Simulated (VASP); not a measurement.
Set up this calculation in VASP 6.6.1, as the native input.

```yaml
Task: relaxation of cell and atoms
Functional: PBE
Potentials_or_basis: VASP PAW PBE potentials, release 64 (Si)
Cutoff: 600 eV
k_mesh: 18 × 18 × 18
Occupations: fermi-dirac, width 0.1 eV
Spin: no spin polarisation
Dipole_correction: no
Further_INCAR_settings: ALGO = Normal; EDIFF = 1e-06; IBRION = 2; EDIFFG = -0.005; NSW = 60; ISIF = 3
```

The structure of Si lies in POSCAR:

```
Si
1.0
   -2.4652152221      2.4652152221      1.3558683722
    2.4652152221     -2.4652152221      1.3558683722
    2.4652152221      2.4652152221     -1.3558683722
Si
2
Direct
   -0.3750000000     -0.1250000000     -0.2500000000
    0.3750000000      0.1250000000      0.2500000000
```

The input as run:

INCAR

```
SYSTEM = Si
  ALGO = Normal
  EDIFF = 1E-6
  EDIFFG = -0.005
  ENCUT = 600
  GGA = PE
  IBRION = 2
  ISIF = 3
  ISMEAR = -1
  LASPH = .TRUE.
  LCHARG = .FALSE.
  LREAL = .FALSE.
  LWAVE = .FALSE.
  NELM = 80
  NSW = 60
  PREC = Accurate
  SIGMA = 0.1
```

KPOINTS

```
k-points
0
G
  18 18 18
  0 0 0
```

Potentials or basis: VASP PAW PBE potentials, release 64 (Si).

Command:

```console
$ cat potpaw_PBE.64/Si/POTCAR > POTCAR
$ mpirun -np 1 vasp_std > vasp.out
```

Results of the run:

```json
{"Relaxed volume": "15.35 Å³/atom", "Relaxed cell": "a = 3.654 Å, b = 3.654 Å, c = 3.654 Å, α = 97.54°, β = 97.54°, γ = 137.54°", "Space group after relaxing (to 0.1 Å)": "I4_1/amd (No. 141)", "Energy gained by relaxing": "24.6 meV/atom", "Ionic steps": "8", "Pressure after relaxing": "0.0 GPa", "Band gap on the k mesh": "zero (bands 4 and 5 overlap by 6.36 eV)"}
```

Wall time 3.4 min on 1 thread of Intel(R) Xeon(R) 6975P-C (Granite Rapids) (shared host), peak memory 0.26 GiB.
